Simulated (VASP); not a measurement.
NbB2P3, 6 atoms in the cell. The structure is hexagonal, space group P6/mmm (No. 191). Conventional cell: a = 5.260 Å, b = 5.260 Å, c = 2.952 Å, α = 90.00°, β = 90.00°, γ = 120.00°. Nb (site symmetry 6/mmm) has 2 Nb at 2.95 Å and 12 P at 3.02 Å and 6 B at 3.04 Å within 3.9 Å. Within 2.8 Å of B (site symmetry -6m2) lie 6 P at 2.12 Å. P (site symmetry mmm) has 4 B at 2.12 Å and 4 P at 2.63 Å within 2.8 Å. The cell was generated, and may not be a known phase.

| Item | Value |
| --- | --- |
| Program | VASP 6.6.1 |
| Task | single point |
| Functional | PBE |
| Potentials or basis | VASP PAW PBE potentials, release 64 (Nb_sv, B, P) |
| Cutoff | 520 eV |
| k mesh | 6 × 6 × 6 |
| Occupations | gaussian, width 0.1 eV |
| Spin | collinear spin |
| Starting moments | [1.0, 0.0, 0.0, 0.0, 0.0, 0.0] μB |
| Dipole correction | no |
| Further INCAR settings | ALGO = Normal; EDIFF = 1e-06; NBANDS = 30 |

Potentials or basis: VASP PAW PBE potentials, release 64 (Nb_sv, B, P).

Launch:

```console
$ cat potpaw_PBE.64/Nb_sv/POTCAR potpaw_PBE.64/B/POTCAR potpaw_PBE.64/P/POTCAR > POTCAR
$ mpirun -np 1 vasp_std > vasp.out
```

Hardware: 1 thread of Intel(R) Xeon(R) Platinum 8259CL CPU @ 2.50GHz (Skylake/Cascade Lake), on a shared host.

Task: How long does it take, and how much memory?

Result: Run time: 2.2 min on 1 thread of Intel(R) Xeon(R) Platinum 8259CL CPU @ 2.50GHz (Skylake/Cascade Lake), on a shared host, peak memory 0.27 GiB. Counts: scf iterations 14, k points 28.
